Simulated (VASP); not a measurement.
# LuMgH5 (P4/mmm) in VASP: a series of runs

LuMgH5 is run at these levels: PBEsol; tasks: single point, relaxation of cell and atoms.

Everything below comes from runs of VASP 6.6.1. Logs are shortened: lines on timing, memory, paths and dates and some standing lists are left out, and cuts for length are marked.

**1. The cell of the first run**

It takes space group P4/mmm (No. 123, tetragonal). Conventional cell: a = 3.276 Å, b = 3.276 Å, c = 5.226 Å, α = 90.00°, β = 90.00°, γ = 90.00°. Lu (site symmetry 4/mmm) has 12 H at 2.17 to 2.32 Å within 2.9 Å. Mg (site symmetry 4/mmm) has 10 H at 2.03 to 2.61 Å within 2.7 Å. Within 2.7 Å of H (site symmetry 2mm) lie 2 Mg at 2.03 Å and 2 Lu at 2.17 Å and 7 H at 2.17 to 2.38 Å. Within 2.9 Å of H (site symmetry 4/mmm) lie 8 H at 2.17 Å and 4 Lu at 2.32 Å and 2 Mg at 2.61 Å.

**2. Single point, PBEsol**

The input, INCAR:

```
PREC = Accurate
ENCUT = 520
EDIFF = 1E-6
ISMEAR = -1
SIGMA = 0.03
LREAL = F
LASPH = T
NELM = 80
ALGO = Normal
ISIF = 2
LWAVE = F
LCHARG = T
GGA = PS
LELF = T
LVHAR = T
NBANDS = 25
```

The input, KPOINTS:

```
regular mesh
0
Gamma
  6 6 4
```

The input, POSCAR:

```
LuMgH5
1.0
    3.2761815691      0.0000000000      0.0000000000
    0.0000000000      3.2761815691      0.0000000000
    0.0000000000      0.0000000000      5.2258334950
Lu Mg H
1 1 5
Direct
    0.5000000000      0.5000000000      0.0000000000
    0.0000000000      0.0000000000      0.5000000000
    0.0000000000      0.5000000000      0.2720160407
    0.0000000000      0.5000000000      0.7279839593
    0.5000000000      0.0000000000      0.2720160407
    0.5000000000      0.0000000000      0.7279839593
    0.0000000000      0.0000000000      0.0000000000
```

Potentials or basis: VASP PAW PBE potentials, release 64 (Lu, Mg, H).

Command:

```bash
> cat potpaw_PBE.64/Lu/POTCAR potpaw_PBE.64/Mg/POTCAR potpaw_PBE.64/H/POTCAR > POTCAR
> mpirun -np 1 vasp_std > vasp.out
```

OUTCAR:

```text
PREC = Accurate
   ENCUT = 520
   EDIFF = 1E-6
   ISMEAR = -1
   LREAL = F
   LASPH = T
   NELM = 80
   ISIF = 2
   GGA = PS

 ion  position               nearest neighbor table
   1  0.500  0.500  0.000-   3 2.17   4 2.17   5 2.17   6 2.17   5 2.17   6 2.17   3 2.17   4 2.17
                             7 2.32   7 2.32   7 2.32   7 2.32   2 3.49   2 3.49   2 3.49   2 3.49
   2  0.000  0.000  0.500-   3 2.03   4 2.03   5 2.03   6 2.03   3 2.03   4 2.03   5 2.03   6 2.03
                             1 3.49   1 3.49   1 3.49   1 3.49   1 3.49   1 3.49   1 3.49   1 3.49
   3  0.000  0.500  0.272-   2 2.03   2 2.03   1 2.17   1 2.17
   4  0.000  0.500  0.728-   2 2.03   2 2.03   1 2.17   1 2.17
   5  0.500  0.000  0.272-   2 2.03   2 2.03   1 2.17   1 2.17
   6  0.500  0.000  0.728-   2 2.03   2 2.03   1 2.17   1 2.17
   7  0.000  0.000  0.000-   1 2.32   1 2.32   1 2.32   1 2.32

  LATTYP: Found a simple tetragonal cell.
 ALAT       =     3.2761815691
 C/A-ratio  =     1.5950988627

  Lattice vectors:

 A1 = (   3.2761815691,   0.0000000000,   0.0000000000)
 A2 = (   0.0000000000,   3.2761815691,   0.0000000000)
 A3 = (   0.0000000000,   0.0000000000,   5.2258334950)

Analysis of symmetry for initial positions (statically):
=====================================================================
 Subroutine PRICEL returns:
 Original cell was already a primitive cell.

 Routine SETGRP: Setting up the symmetry group for a
 simple tetragonal supercell.

 Subroutine GETGRP returns: Found 16 space group operations
 (whereof 16 operations were pure point group operations)
 out of a pool of 16 trial point group operations.

The static configuration has the point symmetry D_4h.

Analysis of symmetry for dynamics (positions and initial velocities):
=====================================================================
 Subroutine PRICEL returns:
 Original cell was already a primitive cell.

 Routine SETGRP: Setting up the symmetry group for a
 simple tetragonal supercell.

 Subroutine GETGRP returns: Found 16 space group operations
 (whereof 16 operations were pure point group operations)
 out of a pool of 16 trial point group operations.

The dynamic configuration has the point symmetry D_4h.

 Subroutine INISYM returns: Found 16 space group operations
 (whereof 16 operations are pure point group operations),
 and found     1 'primitive' translations

----------------------------------------------------------------------------------------

                                     Primitive cell

  volume of cell :      56.0908

  direct lattice vectors                    reciprocal lattice vectors
     3.276181569  0.000000000  0.000000000     0.305233388  0.000000000  0.000000000
     0.000000000  3.276181569  0.000000000     0.000000000  0.305233388  0.000000000
     0.000000000  0.000000000  5.225833495     0.000000000  0.000000000  0.191357034

  length of vectors
     3.276181569  3.276181569  5.225833495     0.305233388  0.305233388  0.191357034

  position of ions in fractional coordinates (direct lattice)
     0.500000000  0.500000000  0.000000000
     0.000000000  0.000000000  0.500000000
     0.000000000  0.500000000  0.272016041
     0.000000000  0.500000000  0.727983959
     0.500000000  0.000000000  0.272016041
     0.500000000  0.000000000  0.727983959
     0.000000000  0.000000000  0.000000000

  ion indices of the primitive-cell ions
   primitive index   ion index
                 1           1
                 2           2
                 3           3
                 4           4
                 5           5
                 6           6
                 7           7

----------------------------------------------------------------------------------------

 KPOINTS: regular mesh

Automatic generation of k-mesh.
 Grid dimensions read from file:
 generate k-points for:    6    6    4

 Generating k-lattice:

  Cartesian coordinates                     Fractional coordinates (reciprocal lattice)
     0.050872231  0.000000000  0.000000000     0.166666667  0.000000000  0.000000000
     0.000000000  0.050872231  0.000000000     0.000000000  0.166666667  0.000000000
     0.000000000  0.000000000  0.047839259     0.000000000  0.000000000  0.250000000

  Length of vectors
     0.050872231  0.050872231  0.047839259

  Shift w.r.t. Gamma in fractional coordinates (k-lattice)
     0.000000000  0.000000000  0.000000000

 Subroutine IBZKPT returns following result:
 ===========================================

 Found     30 irreducible k-points:

 Following reciprocal coordinates:
            Coordinates               Weight
  0.000000  0.000000  0.000000      1.000000
  0.166667  0.000000  0.000000      4.000000
  0.333333  0.000000  0.000000      4.000000
  0.500000  0.000000  0.000000      2.000000
  0.166667  0.166667  0.000000      4.000000
  0.333333  0.166667  0.000000      8.000000
[... 16 lines left out ...]
  0.333333  0.000000  0.500000      4.000000
  0.500000  0.000000  0.500000      2.000000
 [... further k-points ...]
   k-points           NKPTS =     30   k-points in BZ     NKDIM =     30   number of bands    NBANDS=     25
   number of dos      NEDOS =    301   number of ions     NIONS =      7
   total plane-waves  NPLWV =  23040
   dimension x,y,z NGX =    24 NGY =   24 NGZ =   40
   dimension x,y,z NGXF=    48 NGYF=   48 NGZF=   80
   ions per type =               1   1   5
   NGX,Y,Z   is equivalent  to a cutoff of  12.18, 12.18, 12.72 a.u.
   NGXF,Y,Z  is equivalent  to a cutoff of  24.36, 24.36, 25.45 a.u.
 SYSTEM =  unknown system
   PREC   = accura    normal or accurate (medium, high low for compatibility)
   ISTART =      0    job   : 0-new  1-cont  2-samecut
   ICHARG =      2    charge: 1-file 2-atom 10-const
   ISPIN  =      1    spin polarized calculation?
   LNONCOLLINEAR =      F non collinear calculations
   LSORBIT =      F    spin-orbit coupling
   LASPH  =      T    aspherical Exc in radial PAW
   ENCUT  =  520.0 eV  38.22 Ry    6.18 a.u.   6.09  6.09  9.72*2*pi/ulx,y,z
   NELM   =     80;   NELMIN=  2; NELMDL= -5     # of ELM steps
   EDIFF  = 0.1E-05   stopping-criterion for ELM
   LREAL  =      F    real-space projection
   EDIFFG = 0.1E-04   stopping-criterion for IOM
   NSW    =      0    number of steps for IOM
   IBRION =     -1    ionic relax: 0-MD 1-quasi-New 2-CG
   NFREE  =      0    steps in history (QN), initial steepest desc. (CG)
   ISIF   =      2    stress and relaxation
   ISYM   =      2    0-nonsym 1-usesym 2-fastsym
   POTIM  = 0.5000    time-step for ionic-motion
   TEBEG  =    0.0;   TEEND  =   0.0 temperature during run
   PSTRESS=    0.0 pullay stress
   NELECT =      32.0000    total number of electrons
   NUPDOWN=      -1.0000    fix difference up-down
   EMIN   =  10.00;   EMAX   =-10.00  energy-range for DOS
   EFERMI =   0.00;   METHOD = LEGACY
   ISMEAR =    -1;   SIGMA  =   0.03  broadening in eV -4-tet -1-fermi 0-gaus
   EFERMI_NEDOS =   21; number of points for ismear=-14 and -15
   IALGO  =     38    algorithm
   IMIX   =      4    mixing-type and parameters
     AMIX     =   0.40;   BMIX     =  1.00
     AMIX_MAG =   1.60;   BMIX_MAG =  1.00
  volume/ion in A,a.u.               =       8.01        54.07
  Fermi-wavevector in a.u.,A,eV,Ry     =   1.357775  2.565822 25.083043  1.843552
  Thomas-Fermi vector in A             =   2.484664
   LORBIT       =      0    0 simple, 1 ext, 2 COOP (PROOUT), +10 PAW based schemes
   GGA     = PS    functional components
   LHFCALC =     F    Hartree Fock is set to
   AEXX    =    0.0000 exact exchange contribution
   IVDW    =     0    specifies the selected vdW correction
   LEPSILON=     F    determine dielectric tensor
   LRPA    =     F    only Hartree local field effects (RPA)
 non-spin polarized calculation
  energy-cutoff  :      520.00
  volume of cell :       56.09
 maximum number of plane-waves:      1532
   NGX = 13   NGY = 13   NGZ = 19

 number of electron      31.9999992 magnetization

 Free energy of the ion-electron system (eV)
  ---------------------------------------------------
  ext. energy  EPLUGINS =         0.00000000
  ---------------------------------------------------
  free energy    TOTEN  =       -25.96143234 eV

  energy without entropy =      -25.96142297  energy(sigma->0) =      -25.96142765

 E-fermi :   3.0476     XC(G=0): -10.7216

 val. band max:        2.8344168805   @ k =   0.5000   0.5000   0.0000
 cond. band min:       3.2682712038   @ k =   0.5000   0.0000   0.5000
 fundamental gap:      0.4338543234
 Fermi energy:         3.0475801345

 k-point     1 :       0.0000    0.0000    0.0000
  band No.  band energies     occupation
      1     -52.9033      2.00000
      2     -23.7222      2.00000
      3     -23.3965      2.00000
      4     -23.3965      2.00000
      5      -7.3311      2.00000
      6      -2.7582      2.00000
[... 17 lines left out ...]
     24      10.0631      0.00000
     25      13.1398      0.00000

 k-point     2 :       0.1667    0.0000    0.0000
  band No.  band energies     occupation
      1     -52.8979      2.00000
      2     -23.7035      2.00000
      3     -23.5318      2.00000
      4     -23.3855      2.00000
      5      -6.8743      2.00000
      6      -2.6549      2.00000
[... 17 lines left out ...]
     24      10.3225      0.00000
     25      13.8668      0.00000

 k-point     3 :       0.3333    0.0000    0.0000
  band No.  band energies     occupation
      1     -52.8869      2.00000
      2     -23.7914      2.00000
      3     -23.6657      2.00000
      4     -23.3633      2.00000
      5      -5.6297      2.00000
      6      -2.3865      2.00000
[... 552 lines left out ...]
 k-point    23 :       0.3333    0.0000    0.5000
  band No.  band energies     occupation
      1     -52.8869      2.00000
      2     -23.7906      2.00000
      3     -23.6694      2.00000
      4     -23.3632      2.00000
      5      -4.4778      2.00000
      6      -4.4159      2.00000
[... 17 lines left out ...]
     24      11.2556      0.00000
     25      12.6268      0.00000

 k-point    24 :       0.5000    0.0000    0.5000
  band No.  band energies     occupation
      1     -52.8814      2.00000
      2     -23.9152      2.00000
      3     -23.6498      2.00000
      4     -23.3520      2.00000
      5      -3.7974      2.00000
      6      -2.7140      2.00000
[... 17 lines left out ...]
     24      11.8259      0.00000
     25      12.4151      0.00000

 [... further k-points ...]
[... 5 lines left out ...]
  --------------------------------------------------------------------------------------
  -------------------------------------------------------------------------------------
  Total        0.0087503      0.0087503     -0.0126756      0.0000000     -0.0000000     -0.0000000
  in kB        0.2499445      0.2499445     -0.3620652      0.0000000     -0.0000000     -0.0000000
  external PRESSURE =       0.0459413 kB  Pullay stress =       0.0000000 kB

 VOLUME and BASIS-vectors are now :
 -----------------------------------------------------------------------------
  energy-cutoff  :      520.00
  volume of cell :       56.09
      direct lattice vectors                 reciprocal lattice vectors
     3.276181569  0.000000000  0.000000000     0.305233388  0.000000000  0.000000000
     0.000000000  3.276181569  0.000000000     0.000000000  0.305233388  0.000000000
     0.000000000  0.000000000  5.225833495     0.000000000  0.000000000  0.191357034

 POSITION                                       TOTAL-FORCE (eV/Angst)
 -----------------------------------------------------------------------------------
      1.63809      1.63809      0.00000        -0.000000      0.000000      0.000000
      0.00000      0.00000      2.61292        -0.000000      0.000000      0.000000
      0.00000      1.63809      1.42151        -0.000000     -0.000000      0.013760
      0.00000      1.63809      3.80432        -0.000000     -0.000000     -0.013760
      1.63809      0.00000      1.42151         0.000000      0.000000      0.013760
      1.63809      0.00000      3.80432        -0.000000     -0.000000     -0.013760
      0.00000      0.00000      0.00000        -0.000000      0.000000      0.000000
 -----------------------------------------------------------------------------------
    total drift:                                0.000000     -0.000000     -0.000000

  FREE ENERGIE OF THE ION-ELECTRON SYSTEM (eV)
  ---------------------------------------------------
  free  energy   TOTEN  =       -25.9614323351 eV

  energy  without entropy=      -25.9614229673  energy(sigma->0) =      -25.96142765
```

It took 24 s on 1 thread of Intel Xeon Platinum 8375C at 2.90GHz (Ice Lake), shared host; peak memory 0.2 GiB.

What came out:

| Quantity | Value |
| --- | --- |
| Free energy | -25.9614 eV |
| Pressure | 0.0 GPa |
| Largest force | 0.014 eV/Å |
| Band gap on the k mesh | zero (bands 16 and 17 overlap by 0.96 eV) |

Forces in eV/Å, atoms in the order of the input:
```
Lu   0.000  0.000  0.000
Mg   0.000  0.000  0.000
H    0.000  0.000  0.014
H    0.000  0.000 -0.014
H    0.000  0.000  0.014
H    0.000  0.000 -0.014
H    0.000  0.000  0.000
```

Caveat: the PAW data sets were made with another functional, which shifts forces and pressure a little; spin-orbit coupling is left out, which moves the levels of the heavy elements.

**3. Relaxation of cell and atoms, PBEsol**

This run uses another cell than the first one, of 11.21 Å³/atom.

The input, INCAR:

```
ALGO = Normal
EDIFF = 1E-6
EDIFFG = -0.01
ENCUT = 600
GGA = PS
IBRION = 2
ISIF = 3
ISMEAR = -1
LASPH = True
LCHARG = False
LREAL = False
LWAVE = False
NELM = 60
NSW = 100
PREC = Accurate
SIGMA = 0.03
```

The input, KPOINTS:

```
k-points
0
Gamma
  6 6 4
```

The input, POSCAR:

```
LuMgH5
1.0
    3.5389516600      0.0000000000      0.0000000000
    0.0000000000      3.5389516600      0.0000000000
    0.0000000000      0.0000000000      6.2654383100
Lu Mg H
1 1 5
Direct
    0.5000000000      0.5000000000      0.0000000000
    0.0000000000      0.0000000000      0.5000000000
    0.0000000000      0.5000000000      0.2963546500
    0.0000000000      0.5000000000      0.7036453500
    0.5000000000      0.0000000000      0.2963546500
    0.5000000000      0.0000000000      0.7036453500
    0.0000000000      0.0000000000      0.0000000000
```

Potentials or basis: VASP PAW PBE potentials, release 64 (Lu, Mg, H).

Command:

```bash
> cat potpaw_PBE.64/Lu/POTCAR potpaw_PBE.64/Mg/POTCAR potpaw_PBE.64/H/POTCAR > POTCAR
> mpirun -np 1 vasp_std > vasp.out
```

It took 6.8 min on 1 thread of Intel Xeon Platinum 8375C at 2.90GHz (Ice Lake), shared host; peak memory 0.26 GiB.

The run converged. Its results:

* Free energy: -25.9659 eV
* Relaxed volume: 8.02 Å³/atom
* Relaxed cell: a = 3.277 Å, b = 3.277 Å, c = 5.230 Å, α = 90.00°, β = 90.00°, γ = 90.00°
* Space group after relaxing (to 0.1 Å): P4/mmm (No. 123)
* Energy gained by relaxing: 250.0 meV/atom
* Ionic steps: 11
* Pressure after relaxing: 0.0 GPa
* Band gap on the k mesh: zero (bands 16 and 17 overlap by 0.96 eV)

Stress tensor (GPa, compression positive):
```
 0.08  0.00  0.00
 0.00  0.08  0.00
 0.00  0.00 -0.06
```

Step by step:
```tsv
step	energy change (eV)	largest force (eV/Å)	pressure (GPa)	volume (Å³)
1	0.0000	0.5679	-15.53	78.47
2	-1.1222	0.5626	-10.69	66.75
3	-1.6102	0.4937	-2.15	58.00
4	-1.6507	0.4496	1.72	54.99
5	-1.7153	0.2740	1.46	55.25
6	-1.7461	0.0430	1.04	55.56
7	-1.7493	0.0321	-0.10	56.20
8	-1.7494	0.0301	-0.33	56.33
9	-1.7494	0.0309	-0.24	56.30
10	-1.7499	0.0136	-0.08	56.22
11	-1.7500	0.0005	0.04	56.16
```

Final structure:
```cif
data_structure
_symmetry_space_group_name_H-M 'P 1'
_symmetry_Int_Tables_number 1
_cell_length_a 3.2770
_cell_length_b 3.2770
_cell_length_c 5.2300
_cell_angle_alpha 90.000
_cell_angle_beta 90.000
_cell_angle_gamma 90.000
_cell_volume 56.16
loop_
_atom_site_label
_atom_site_type_symbol
_atom_site_fract_x
_atom_site_fract_y
_atom_site_fract_z
_atom_site_occupancy
Lu1 Lu 0.50000 0.50000 0.00000 1
Mg1 Mg 0.00000 0.00000 0.50000 1
H1 H 0.00000 0.50000 0.27240 1
H2 H 0.00000 0.50000 0.72760 1
H3 H 0.50000 0.00000 0.27240 1
H4 H 0.50000 0.00000 0.72760 1
H5 H 0.00000 0.00000 0.00000 1
```

Levels at points of the mesh, in eV from the Fermi level:
```
           k point  band 13  band 14  band 15  band 16  band 17  band 18  band 19  band 20
(0.00, 0.00, 0.00)    -4.67    -4.67    -3.43     0.68     3.55     3.55     3.61     4.83
(0.50, 0.00, 0.00)    -4.71    -4.66    -2.82    -1.66    -0.28     2.68     4.40     5.96
(0.50, 0.50, 0.00)    -4.29    -4.29    -4.25    -4.25    -0.21     3.29     3.46     5.76
(0.00, 0.00, 0.50)    -4.70    -2.84    -2.41    -1.05     3.05     3.05     4.00     6.06
(0.50, 0.00, 0.50)    -4.71    -4.66    -4.55     0.22     1.33     2.74     3.60     4.09
(0.50, 0.50, 0.50)    -4.71    -4.69    -2.90    -2.90     1.04     1.98     2.05     4.75
```

Caveat: the volume moved by over 15 % at a fixed basis, so the end points are rough; the PAW data sets were made with another functional, which shifts forces and pressure a little; spin-orbit coupling is left out, which moves the levels of the heavy elements.
